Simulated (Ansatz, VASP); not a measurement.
One calculation of LiF, two programs

```
Li F
1.0
     0.00000    2.01400    2.05428
     2.01400    0.00000    2.05428
     2.01400    2.01400    0.00000
Li F
1 1
Direct
  0.00000 0.00000 0.00000
  0.50000 0.50000 0.50000
```

Change from the starting cell: zz strain of +2 %.

Alike in both runs: task single point; functional PBE; k mesh 10 × 10 × 10; occupations fermi-dirac, width 0.03 eV; no spin polarisation.

```csv
,VASP,Ansatz
version,VASP 6.6.1,Ansatz 0.2.0
potentials or method,"VASP PAW PBE potentials, release 64 (Li_sv, F), cutoff 520 eV","all-electron LAPW, scalar-relativistic"
```

|  | VASP | Ansatz | Ansatz less VASP |
| --- | --- | --- | --- |
| gap on the k mesh at the Fermi level (eV) | 8.88 | 8.86 | -0.019 |

Ansatz ran all-electron here, and VASP with PAW potentials.

Noted on VASP's run: the cutoff is under 1.25 times that of the potentials, so the pressure is a little rough.
